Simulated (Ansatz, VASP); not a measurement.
**Two plane-wave programs on Cd2SeO**

File INCAR:

```
SYSTEM = Cd2SeO
ALGO = Normal ; EDIFF = 1E-6
ENCUT = 520 ; GGA = PE
ISIF = 2 ; ISMEAR = -1
LASPH = .TRUE. ; LCHARG = .TRUE.
LELF = .TRUE. ; LREAL = .FALSE.
LVHAR = .TRUE. ; LWAVE = .FALSE.
NBANDS = 26 ; NELM = 80
PREC = Accurate ; SIGMA = 0.02
```

KPOINTS

```
k-points
0
G
  6 6 4
  0 0 0
```

Contents of POSCAR:

```
Cd2SeO
1.0
    3.8430455574      0.0000000000      0.0000000000
    0.0000000000      3.8430455574      0.0000000000
    0.0000000000      0.0000000000      5.2869393851
O Cd Se
1 2 1
Direct
    0.0000000000      0.0000000000      0.0000000000
    0.0000000000      0.0000000000      0.5000000000
    0.5000000000      0.5000000000      0.0000000000
    0.5000000000      0.5000000000      0.5000000000
```

Input for Ansatz:

```yaml
crystal:
  lattice:
    - [3.8430455574, 0.0, 0.0]
    - [0.0, 3.8430455574, 0.0]
    - [0.0, 0.0, 5.2869393851]
  atoms:
    - { symbol: O, position: [0.0, 0.0, 0.0] }
    - { symbol: Cd, position: [0.0, 0.0, 0.5] }
    - { symbol: Se, position: [0.5, 0.5, 0.5] }
    - { symbol: Cd, position: [0.5, 0.5, 0.0] }
kpoints:
  mp_grid: { grid: [6, 6, 4] }
hamiltonian:
  xc: pbe
scf:
  occupations: { method: fermi_dirac, width: 0.02 }
  n_extra_bands: 5
output:
  forces: true
  stress: true
  eigenvalues: true
```

Alike in both runs: task single point; functional PBE; k mesh 6 × 6 × 4; occupations fermi-dirac, width 0.02 eV; no spin polarisation.

|  | VASP | Ansatz |
| --- | --- | --- |
| version | VASP 6.6.1 | Ansatz 0.2.0 |
| potentials or method | VASP PAW PBE potentials, release 64 (O, Cd, Se) | plane waves, PAW |
| plane-wave cutoff (eV) | 520 | 420 |
| valence electrons in the cell | 36 | 62 |

|  | VASP | Ansatz | Ansatz less VASP |
| --- | --- | --- | --- |
| pressure (GPa) | -1.6 | -2.1 | -0.49 |

With one functional, cell and mesh, what is left measures potentials, basis and numerics. VASP's potentials hold 36 valence electrons a cell and Ansatz's 62, so a difference there can come from the potentials and not from the codes.
